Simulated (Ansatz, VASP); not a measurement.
**Two plane-wave programs on Be2Si**

Contents of POSCAR:

```
Be2Si
1.0
    0.0000000000      2.6413830409      2.6413830409
    2.6413830409      0.0000000000      2.6413830409
    2.6413830409      2.6413830409      0.0000000000
Si Be
1 2
Direct
    0.0000000000      0.0000000000      0.0000000000
    0.2500000000      0.2500000000      0.2500000000
    0.7500000000      0.7500000000      0.7500000000
```

Contents of INCAR.step1:

```
PREC = Accurate
ENCUT = 520
ISMEAR = -1
SIGMA = 0.02
LREAL = False
LASPH = True
NELM = 100
NBANDS = 11
GGA = PE
ALGO = Normal
EDIFF = 1E-4
LWAVE = True
LCHARG = False
```

File INCAR.step2:

```
PREC = Accurate
ENCUT = 520
EDIFF = 1E-6
ISMEAR = -1
SIGMA = 0.02
LREAL = False
LASPH = True
NELM = 100
ALGO = Normal
ISIF = 2
LWAVE = False
LCHARG = False
METAGGA = R2SCAN
LMIXTAU = True
LUSE_VDW = True
IVDW_NL = 2
BPARAM = 11.95
CPARAM = 0.0093
NBANDS = 11
ISTART = 1
```

Contents of KPOINTS:

```
Automatic mesh
0
Gamma
  6 6 6
```

Input for Ansatz:

```yaml
crystal:
  lattice:
    - [0.0, 2.6413830409, 2.6413830409]
    - [2.6413830409, 0.0, 2.6413830409]
    - [2.6413830409, 2.6413830409, 0.0]
  atoms:
    - { symbol: Si, position: [0.0, 0.0, 0.0] }
    - { symbol: Be, position: [0.25, 0.25, 0.25] }
    - { symbol: Be, position: [0.75, 0.75, 0.75] }
kpoints:
  mp_grid: { grid: [6, 6, 6] }
hamiltonian:
  xc: r2scan
  dispersion: rvv10
scf:
  occupations: { method: fermi_dirac, width: 0.02 }
  n_extra_bands: 4
output:
  forces: true
  stress: true
  eigenvalues: true
```

Alike in both runs: task single point; functional r2SCAN; dispersion rVV10; k mesh 6 × 6 × 6; occupations fermi-dirac, width 0.02 eV; no spin polarisation.

|  | VASP | Ansatz |
| --- | --- | --- |
| version | VASP 6.6.1 | Ansatz 0.2.0 |
| potentials or method | VASP PAW PBE potentials, release 64 (Si, Be) | plane waves |
| plane-wave cutoff (eV) | 520 | 500 |
| valence electrons in the cell | 8 | 8 |

Ansatz gave:

```
pressure (GPa) : -0.3
```

Which values does VASP return?

Pressure (GPa): -0.1.

VASP's potentials were made for PBE, not for r2SCAN.
